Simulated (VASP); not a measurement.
# ZrC: electric field gradients with PBEsol

Crystal: ZrC.

```
Zr C
1.0
     0.02350    2.36196    2.36196
     2.36196    0.02350    2.36196
     2.36196    2.36196    0.02350
Zr C
1 1
Direct
  0.50000 0.50000 0.50000
  0.00000 0.00000 0.00000
```

This cell differs from its parent crystal: equal xy, yz and zx shear strains of +1 %.

- Program: VASP 6.6.1
- Task: electric field gradients
- Functional: PBEsol
- Potentials or basis: VASP PAW PBE potentials, release 64 (Zr_sv, C)
- Cutoff: 520 eV
- k mesh: 15 × 15 × 15
- Occupations: fermi-dirac, width 0.05 eV
- Spin: no spin polarisation
- Dipole correction: no
- Further INCAR settings: ALGO = Normal; EDIFF = 1e-08; NBANDS = 15

The pressure is -4.2 GPa. The band gap on the k mesh is zero (band 8 reaches 10.48 eV, above the bottom of band 9 at 9.17 eV).

Stress tensor (GPa, compression positive):
```
-4.21 -1.56 -1.56
-1.56 -4.21 -1.56
-1.56 -1.56 -4.21
```

Levels at points of the mesh, in eV from the Fermi level:
| k point | band 5 | band 6 | band 7 | band 8 | band 9 | band 10 | band 11 | band 12 |
| --- | --- | --- | --- | --- | --- | --- | --- | --- |
| (0.00, 0.00, 0.00) | -11.27 | 0.90 | 0.94 | 0.99 | 0.99 | 1.13 | 1.13 | 2.82 |

Electric field gradients, principal values (V/Å²):
| atom | least | middle | greatest (by size) |
| --- | --- | --- | --- |
| 1 Zr | 0.527 | 0.527 | -1.053 |
| 2 C | 0.217 | 0.217 | -0.433 |

Wall time 83 s on 1 thread of Intel(R) Xeon(R) 6975P-C (Granite Rapids), on a shared host, peak memory 0.26 GiB.

Caveat: the cell differs from its parent crystal (equal xy, yz and zx shear strains of +1 %); without QUAD_EFG the Cq values of the log hold for a quadrupole moment of 1 mb, not for the nuclei; the PAW data sets were made with another functional, which shifts forces and pressure a little.
